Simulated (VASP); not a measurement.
SiF: relaxation of cell and atoms with PBE

The system is SiF.

```
CELL_PARAMETERS angstrom
1.90503 1.09987 5.49806
-1.90503 1.09987 5.49806
0.00000 -2.19974 5.49806
ATOMIC_POSITIONS crystal
Si 0.18770 0.18770 0.18770
Si 0.81230 0.81230 0.81230
F 0.28250 0.28250 0.28250
F 0.71750 0.71750 0.71750
```

```json
{"Program": "VASP 6.6.1", "Task": "relaxation of cell and atoms", "Functional": "PBE", "Potentials or basis": "VASP PAW PBE potentials, release 64 (Si, F)", "Cutoff": "600 eV", "k mesh": "6 × 6 × 6", "Occupations": "gaussian, width 0.2 eV", "Spin": "no spin polarisation", "Dipole correction": "no", "Further INCAR settings": "ALGO = Normal; EDIFF = 1e-06; IBRION = 2; EDIFFG = -0.08; NSW = 36; ISIF = 3"}
```

| Quantity | Value |
| --- | --- |
| Relaxed volume | 19.46 Å³/atom |
| Relaxed cell | a = 6.115 Å, b = 6.115 Å, c = 6.115 Å, α = 38.01°, β = 38.01°, γ = 38.01° |
| Space group after relaxing (to 0.05 Å) | R-3m (No. 166) |
| Energy gained by relaxing | 76.6 meV/atom |
| Ionic steps | 12 |
| Pressure after relaxing | 0.2 GPa |
| Largest force after relaxing | 0.065 eV/Å |
| Band gap on the k mesh | 0.49 eV, direct |

Forces in eV/Å, atoms in the order of the input:
```
Si   0.000  0.000  0.044
Si   0.000  0.000 -0.044
F    0.000  0.000 -0.065
F    0.000  0.000  0.065
```

Stress tensor (GPa, compression positive):
```
0.04 0.00 0.00
0.00 0.04 0.00
0.00 0.00 0.62
```

Step by step:
| step | energy change (eV) | largest force (eV/Å) | pressure (GPa) | volume (Å³) |
| --- | --- | --- | --- | --- |
| 1 | 0.0000 | 2.4227 | 11.81 | 69.12 |
| 2 | 1.4373 | 4.3040 | -9.22 | 82.53 |
| 3 | -0.1777 | 1.3172 | 2.72 | 72.03 |
| 4 | -0.1870 | 1.0171 | 3.84 | 71.55 |
| 5 | -0.1879 | 0.8875 | 4.29 | 71.36 |
| 6 | -0.2958 | 0.2955 | -0.25 | 77.13 |
| 7 | -0.2959 | 0.2969 | -0.15 | 76.98 |
| 8 | -0.2964 | 0.5110 | 1.17 | 76.79 |
| 9 | -0.2990 | 0.3026 | 0.51 | 76.88 |
| 10 | -0.3036 | 0.1169 | 0.46 | 77.14 |
| 11 | -0.3052 | 0.0845 | 0.38 | 77.42 |
| 12 | -0.3066 | 0.0647 | 0.23 | 77.82 |

Final structure:
```yaml
crystal:
  lattice:
    - [1.99119, 1.14962, 5.66630]
    - [-1.99119, 1.14962, 5.66630]
    - [0.00000, -2.29923, 5.66630]
  atoms:
    - { symbol: Si, position: [0.18675, 0.18675, 0.18675] }
    - { symbol: Si, position: [0.81325, 0.81325, 0.81325] }
    - { symbol: F, position: [0.28287, 0.28287, 0.28287] }
    - { symbol: F, position: [0.71713, 0.71713, 0.71713] }
```

Levels at points of the mesh, in eV from the valence-band top:
```csv
k point,band 7,band 8,band 9,band 10,band 11,band 12,band 13,band 14,band 15
"(0.00, 0.00, 0.00)",-5.21,-4.77,-4.77,-0.06,-0.06,0.94,3.66,3.66,4.02
"(0.50, 0.00, 0.00)",-5.19,-5.07,-4.38,-3.63,-1.07,1.71,3.92,4.89,8.22
"(0.50, 0.50, 0.00)",-5.47,-4.74,-4.73,-4.04,-1.15,1.66,3.96,4.61,8.18
"(0.50, 0.50, 0.50)",-5.06,-4.94,-4.94,0.00,0.00,0.49,3.48,3.70,3.70
```

Run time: 5.3 min on 1 thread of Intel(R) Xeon(R) 6975P-C (Granite Rapids), on a shared host, peak memory 0.33 GiB.

Caveat: the relaxation stopped at a loose force limit of 0.08 eV/Å, so its end isn't a converged minimum. As with any semilocal functional, this PBE gap is likely too small.
